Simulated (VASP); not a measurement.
# AlGa3N4 (Pm) in VASP: a series of runs, part 2 of 2

VASP 6.6.1. The steps go on from the part before.

## Step 3: Single point, PBEsol

This run uses another cell than the first one, of 11.03 Å³/atom.

INCAR

```
SYSTEM = AlGa3N4
PREC = Accurate
ENCUT = 520
EDIFF = 1E-6
ISMEAR = 0
SIGMA = 0.02
LREAL = .FALSE.
LASPH = .TRUE.
NELM = 60
ALGO = Normal
ISIF = 2
LWAVE = .FALSE.
LCHARG = .TRUE.
GGA = PS
LELF = .TRUE.
LVHAR = .TRUE.
NBANDS = 41
```

KPOINTS

```
Automatic mesh
0
G
  6 8 6
  0 0 0
```

POSCAR

```
AlGa3N4
1.0
    5.1241232144      0.0000000000      0.0000256659
    0.0000000000      3.1541097992      0.0000000000
   -0.0036746250      0.0000000000      5.4591928088
Al Ga N
1 3 4
Direct
    0.0006697531      0.5000000000      0.6673859192
    0.4991145101      0.5000000000      0.3349509789
    0.4990097046      0.0000000000      0.8315085443
    0.9998191851      0.0000000000      0.1661678041
    0.1196423073      0.5000000000      0.3401232459
    0.1176157872      0.0000000000      0.8263550768
    0.6204275855      0.0000000000      0.1661933076
    0.6313011770      0.5000000000      0.6673161232
```

Potentials or basis: VASP PAW PBE potentials, release 64 (Al, Ga_d, N).

The run is started by

```bash
> cat potpaw_PBE.64/Al/POTCAR potpaw_PBE.64/Ga_d/POTCAR potpaw_PBE.64/N/POTCAR > POTCAR
> mpirun -np 1 vasp_std > vasp.out
```

OUTCAR:

```text
SYSTEM = AlGa3N4
   PREC = Accurate
   ENCUT = 520
   EDIFF = 1E-6
   ISMEAR = 0
   LREAL = .FALSE.
   LASPH = .TRUE.
   NELM = 60
   ISIF = 2
   GGA = PS

 ion  position               nearest neighbor table
   1  0.001  0.500  0.667-   5 1.89   8 1.89   6 1.90   6 1.90   3 3.13   3 3.13   2 3.13
   2  0.499  0.500  0.335-   7 1.93   7 1.93   8 1.94   5 1.94   1 3.13
   3  0.499  0.000  0.832-   7 1.93   8 1.94   8 1.94   6 1.95   1 3.13   1 3.13
   4  1.000  0.000  0.166-   5 1.94   5 1.94   7 1.94   6 1.95
   5  0.120  0.500  0.340-   1 1.89   4 1.94   4 1.94   2 1.94
   6  0.118  0.000  0.826-   1 1.90   1 1.90   4 1.95   3 1.95
   7  0.620  0.000  0.166-   2 1.93   2 1.93   3 1.93   4 1.94
   8  0.631  0.500  0.667-   1 1.89   2 1.94   3 1.94   3 1.94

  LATTYP: Found a simple monoclinic cell.
 ALAT       =     5.1241232145
 B/A-ratio  =     0.6155413653
 C/A-ratio  =     1.0653908614
 COS(beta)  =    -0.0006680988

  Lattice vectors:

 A1 = (   5.1241232144,   0.0000000000,   0.0000256659)
 A2 = (   0.0000000000,   3.1541097992,   0.0000000000)
 A3 = (  -0.0036746250,   0.0000000000,   5.4591928088)

Analysis of symmetry for initial positions (statically):
=====================================================================
 Subroutine PRICEL returns:
 Original cell was already a primitive cell.

 Routine SETGRP: Setting up the symmetry group for a
 simple monoclinic supercell.

 Subroutine GETGRP returns: Found  2 space group operations
 (whereof  2 operations were pure point group operations)
 out of a pool of  4 trial point group operations.

The static configuration has the point symmetry C_1h.

Analysis of symmetry for dynamics (positions and initial velocities):
=====================================================================
 Subroutine PRICEL returns:
 Original cell was already a primitive cell.

 Routine SETGRP: Setting up the symmetry group for a
[... 137 lines left out ...]
     AMIX     =   0.40;   BMIX     =  1.00
     AMIX_MAG =   1.60;   BMIX_MAG =  1.00
  volume/ion in A,a.u.               =      11.03        74.43
  Fermi-wavevector in a.u.,A,eV,Ry     =   1.455449  2.750401 28.821671  2.118333
  Thomas-Fermi vector in A             =   2.572483
   LORBIT       =      0    0 simple, 1 ext, 2 COOP (PROOUT), +10 PAW based schemes
   GGA     = PS    functional components
   LHFCALC =     F    Hartree Fock is set to
   AEXX    =    0.0000 exact exchange contribution
   IVDW    =     0    specifies the selected vdW correction
   LEPSILON=     F    determine dielectric tensor
   LRPA    =     F    only Hartree local field effects (RPA)
 non-spin polarized calculation
 Gauss-broadening in eV      SIGMA  =   0.02
  energy-cutoff  :      520.00
  volume of cell :       88.23
 maximum number of plane-waves:      2404
 NGX is ok and might be reduce to    40
   NGX = 19   NGY = 11   NGZ = 21

 number of electron      61.9999977 magnetization

 Free energy of the ion-electron system (eV)
  ---------------------------------------------------
  ext. energy  EPLUGINS =         0.00000000
  ---------------------------------------------------
  free energy    TOTEN  =       -55.02084520 eV

  energy without entropy =      -55.02084520  energy(sigma->0) =      -55.02084520

 E-fermi :   5.6397     XC(G=0): -11.7893

 val. band max:        5.5436168622   @ k =   0.0000   0.0000   0.0000
 cond. band min:       7.9936078277   @ k =   0.0000   0.0000   0.0000
 fundamental gap:      2.4499909656
 Fermi energy:         5.6396547642

 k-point     1 :       0.0000    0.0000    0.0000
  band No.  band energies     occupation
      1     -10.3662      2.00000
      2      -9.3681      2.00000
      3      -9.1686      2.00000
      4      -8.8892      2.00000
      5      -7.6915      2.00000
      6      -7.6909      2.00000
[... 1045 lines left out ...]
     40      15.5875      0.00000
     41      15.9699      0.00000

 [... further k-points ...]
[... 5 lines left out ...]
  --------------------------------------------------------------------------------------
  -------------------------------------------------------------------------------------
  Total        1.0717070      1.0418203      1.0419931      0.0000000      0.0000000     -0.0026870
  in kB       19.4608510     18.9181471     18.9212848      0.0000000      0.0000000     -0.0487921
  external PRESSURE =      19.1000943 kB  Pullay stress =       0.0000000 kB

 VOLUME and BASIS-vectors are now :
 -----------------------------------------------------------------------------
  energy-cutoff  :      520.00
  volume of cell :       88.23
      direct lattice vectors                 reciprocal lattice vectors
     5.124123214  0.000000000  0.000025666     0.195155338  0.000000000  0.000131361
     0.000000000  3.154109799  0.000000000     0.000000000  0.317046667  0.000000000
    -0.003674625  0.000000000  5.459192809    -0.000000918  0.000000000  0.183177263

 POSITION                                       TOTAL-FORCE (eV/Angst)
 -----------------------------------------------------------------------------------
      0.00098      1.57705      3.64339         0.001030      0.000000      0.001430
      2.55629      1.57705      1.82857         0.003106      0.000000     -0.000974
      2.55393      0.00000      4.53938         0.005097      0.000000      0.001441
      5.12259      0.00000      0.90717        -0.004131      0.000000      0.002332
      0.61181      1.57705      1.85680         0.004972      0.000000     -0.012984
      0.59964      0.00000      4.51123         0.006866      0.000000      0.009164
      3.17854      0.00000      0.90730        -0.001727      0.000000      0.000032
      3.23241      1.57705      3.64302        -0.015213      0.000000     -0.000442
 -----------------------------------------------------------------------------------
    total drift:                                0.000111      0.000000     -0.000735

  FREE ENERGIE OF THE ION-ELECTRON SYSTEM (eV)
  ---------------------------------------------------
  free  energy   TOTEN  =       -55.0208452048 eV

  energy  without entropy=      -55.0208452048  energy(sigma->0) =      -55.02084520
```

stdout:

```text
POSCAR found type information on POSCAR AlGaN
 POSCAR found :  3 types and       8 ions
 scaLAPACK will be used
 -----------------------------------------------------------------------------
|                                                                             |
|                                                                             |
|     You enforced a specific xc type in the INCAR file but a different       |
|     I HOPE YOU KNOW WHAT YOU ARE DOING!                                     |
|                                                                             |
 -----------------------------------------------------------------------------

 LDA part: xc-table for (Slater+PW92), standard interpolation
 POSCAR, INCAR and KPOINTS ok, starting setup
 FFT: planning ... GRIDC
 FFT: planning ... GRID_SOFT
 FFT: planning ... GRID
 WAVECAR not read
 entering main loop
```

Wall time 4.8 min (1 thread of Intel Xeon Platinum 8488C (Sapphire Rapids), shared host); peak memory 0.4 GiB.

Results:

- Free energy: -55.0208 eV
- Pressure: 1.9 GPa
- Largest force: 0.015 eV/Å
- Band gap on the k mesh: 2.45 eV

Forces on the atoms (eV/Å):
```
Al   0.001  0.000  0.001
Ga   0.003  0.000 -0.001
Ga   0.005  0.000  0.001
Ga  -0.004  0.000  0.002
N    0.005  0.000 -0.013
N    0.007  0.000  0.009
N   -0.002  0.000  0.000
N   -0.015  0.000  0.000
```

Caveat: the PAW data sets were made with another functional, which shifts forces and pressure a little.
